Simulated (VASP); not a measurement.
Input of a VASP 6.6.1 run:

Contents of INCAR:

```
  ALGO = Normal
  EDIFF = 1E-7
  ENCUT = 520
  GGA = PS
  ISIF = 2
  ISMEAR = 0
  LASPH = T
  LCHARG = F
  LREAL = F
  LWAVE = F
  NBANDS = 26
  NELM = 60
  PREC = Accurate
  SIGMA = 0.1
```

The input KPOINTS:

```
k-points
0
Gamma
  18 18 18
```

Contents of POSCAR:

```
NbP
1.0
   -1.6466786830      1.6466786830      5.5656316971
    1.6466786830     -1.6466786830      5.5656316971
    1.6466786830      1.6466786830     -5.5656316971
Nb P
2 2
Direct
    0.7504036722      0.7504036722      0.0000000000
    0.5004036722      1.0004036722      0.5000000000
    0.3322249028      0.3322249028      0.0000000000
    0.0822249028      0.5822249028      0.5000000000
```

Potentials or basis: VASP PAW PBE potentials, release 64 (Nb_sv, P).

Launch:

```sh
$ cat potpaw_PBE.64/Nb_sv/POTCAR potpaw_PBE.64/P/POTCAR > POTCAR
$ mpirun -np 1 vasp_std > vasp.out
```

Estimate the band gap on the k mesh.

zero (bands 18 and 19 overlap by 0.04 eV).

Estimate the pressure.

6.2 GPa.

Caveat: the cell stands under pressure; the PAW data sets were made with another functional, which shifts forces and pressure a little.
